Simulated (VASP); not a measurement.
Here is a VASP 6.6.1 calculation.

INCAR

```
  PREC = Accurate
  ENCUT = 520
  EDIFF = 1E-6
  ISMEAR = 0
  SIGMA = 0.15
  LREAL = False
  LASPH = True
  NELM = 100
  ALGO = Normal
  ISIF = 2
  LWAVE = False
  LCHARG = False
  GGA = PE
  NBANDS = 36
```

The input KPOINTS:

```
regular mesh
0
Gamma
  23 23 7
```

The input POSCAR:

```
WC
1.0
   -1.4608858258     -2.5303284743      0.0000000000
    1.4608858258     -2.5303284743      0.0000000000
    0.0000000000      0.0000000000      8.7912276451
W C
3 3
Direct
    0.0000000000      0.0000000000      0.2428744475
    0.0000000000      0.0000000000      0.5667286345
    0.0000000000      0.0000000000      0.8905828215
    0.3333333333      0.3333333333      0.0809473540
    0.3333333333      0.3333333333      0.4048015410
    0.3333333333      0.3333333333      0.7286557280
```

Potentials or basis: VASP PAW PBE potentials, release 64 (W_sv, C).

Run with:

```bash
$ cat potpaw_PBE.64/W_sv/POTCAR potpaw_PBE.64/C/POTCAR > POTCAR
$ mpirun -np 1 vasp_std > vasp.out
```

Estimate the largest force.

2.844 eV/Å.

Predict the pressure.

-7.9 GPa.

What does it give for the band gap on the k mesh?

Zero (bands 27 and 28 overlap by 0.67 eV).

Stress tensor (GPa, compression positive):
```
 -1.94   0.00   0.00
  0.00  -1.94   0.00
  0.00   0.00 -19.97
```

Caveat: the cell differs from its parent crystal (the distance across one plane changed); the cell stands under tension; spin-orbit coupling is left out, which moves the levels of the heavy elements; forces of over 1 eV/Å act on the atoms, so gaps and moduli don't describe the material at rest.
